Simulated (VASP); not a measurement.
Write the native input for VASP 6.6.1 that does the following.

| Quantity | Value |
| --- | --- |
| Task | single point |
| Functional | r2SCAN |
| Potentials or basis | VASP PAW PBE potentials, release 64 (Pt) |
| Cutoff | 520 eV |
| k mesh | 8 × 8 × 4 |
| Occupations | gaussian, width 0.1 eV |
| Spin | no spin polarisation |
| Dipole correction | no |
| Further INCAR settings | ALGO = Normal; EDIFF = 1e-07; NBANDS = 17 |

Pt:

```
Pt
1.0
     1.37413   -2.38068    0.00000
     1.37413    2.38068    0.00000
     0.00000    0.00000    4.71548
Pt
2
Direct
  0.66449 0.33551 0.25000
  0.33551 0.66449 0.75000
```

One way to write it, as run:

POSCAR

```
Pt
1.0
    1.3741267810     -2.3806834435      0.0000000000
    1.3741267810      2.3806834435      0.0000000000
    0.0000000000      0.0000000000      4.7154834131
Pt
2
Direct
    0.6644857564      0.3355142436      0.2500000000
    0.3355142436      0.6644857564      0.7500000000
```

INCAR.step1

```
SYSTEM = Pt
  ALGO = Normal
  EDIFF = 1E-4
  ENCUT = 520
  GGA = PE
  ISMEAR = 0
  LASPH = .TRUE.
  LCHARG = .FALSE.
  LREAL = .FALSE.
  LWAVE = .TRUE.
  NBANDS = 17
  NELM = 60
  PREC = Accurate
  SIGMA = 0.1
```

INCAR.step2

```
SYSTEM = Pt
  ALGO = Normal
  EDIFF = 1E-7
  ENCUT = 520
  ISIF = 2
  ISMEAR = 0
  ISTART = 1
  LASPH = .TRUE.
  LCHARG = .FALSE.
  LMIXTAU = .TRUE.
  LREAL = .FALSE.
  LWAVE = .FALSE.
  METAGGA = R2SCAN
  NBANDS = 17
  NELM = 60
  PREC = Accurate
  SIGMA = 0.1
```

KPOINTS

```
k-points
0
G
  8 8 4
  0 0 0
```

Potentials or basis: VASP PAW PBE potentials, release 64 (Pt).

Command:

```console
$ cat potpaw_PBE.64/Pt/POTCAR > POTCAR
$ cp INCAR.step1 INCAR
$ mpirun -np 1 vasp_std > vasp.out
$ cp INCAR.step2 INCAR
$ mpirun -np 1 vasp_std > vasp.out
```

Results of the run:

| Property | Result |
| --- | --- |
| Pressure | 0.4 GPa |
| Largest force | 0.004 eV/Å |
| Band gap on the k mesh | zero (band 10 reaches 11.07 eV, above the bottom of band 11 at 9.66 eV) |

Caveat: the PAW data sets were made with another functional, which shifts forces and pressure a little; spin-orbit coupling is left out, which moves the levels of the heavy elements.

It took 2.7 min on 1 thread of Intel(R) Xeon(R) Platinum 8259CL CPU @ 2.50GHz (Skylake/Cascade Lake), with other jobs on the host, peak memory 0.16 GiB.
